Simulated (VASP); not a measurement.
Write the native input for VASP 6.6.1 that does the following.

```
Task                   : single point
Functional             : PBE
Potentials or basis    : VASP PAW PBE potentials, release 64 (Sm_3, Se, Au), 4f in core
Cutoff                 : 500 eV
k mesh                 : 8 × 8 × 8
Occupations            : gaussian, width 0.1 eV
Spin                   : no spin polarisation
Dipole correction      : no
Mended                 : yes
Further INCAR settings : ALGO = Normal; EDIFF = 1e-06; NBANDS = 28
```

The structure of SmAuSe3 lies in POSCAR:

```
SmAuSe3
1.0
    5.0532696769      0.0000000000      0.0000000000
    0.0000000000      5.0532696769      0.0000000000
    0.0000000000      0.0000000000      5.0532696769
Sm Se Au
1 3 1
Direct
    0.0000000000      0.0000000000      0.0000000000
    0.0000000000      0.5000000000      0.5000000000
    0.5000000000      0.0000000000      0.5000000000
    0.5000000000      0.5000000000      0.0000000000
    0.5000000000      0.5000000000      0.5000000000
```

The cell was built from a structure type or drawn by symmetry, and may not be a known phase.

These files were run (other wordings do the same):

INCAR

```
  PREC = Accurate
  ENCUT = 500
  EDIFF = 1E-6
  ISMEAR = 0
  SIGMA = 0.1
  LREAL = False
  LASPH = True
  NELM = 200
  ALGO = Normal
  ISIF = 2
  LWAVE = False
  LCHARG = False
  GGA = PE
  NBANDS = 28
  GGA_COMPAT = False
  LMAXMIX = 6
```

KPOINTS

```
Automatic mesh
0
Gamma
  8 8 8
```

Potentials or basis: VASP PAW PBE potentials, release 64 (Sm_3, Se, Au), 4f in core.

Run with:

```sh
$ cat potpaw_PBE.64/Sm_3/POTCAR potpaw_PBE.64/Se/POTCAR potpaw_PBE.64/Au/POTCAR > POTCAR
$ mpirun -np 1 vasp_std > vasp.out
```

It gave:

```json
{
  "Pressure": "0.0 GPa",
  "Band gap on the k mesh": "zero (bands 20 and 21 overlap by 2.73 eV)"
}
```

Caveat: spin-orbit coupling is left out, which moves the levels of the heavy elements; the 4f electrons are frozen in the core, so they carry no moment and show no levels; the run has no spin polarisation, though such a crystal can be magnetic.

Run time: 110 s on 1 thread of Intel(R) Xeon(R) Platinum 8259CL CPU @ 2.50GHz (Skylake/Cascade Lake), with other jobs on the host, peak memory 0.32 GiB.
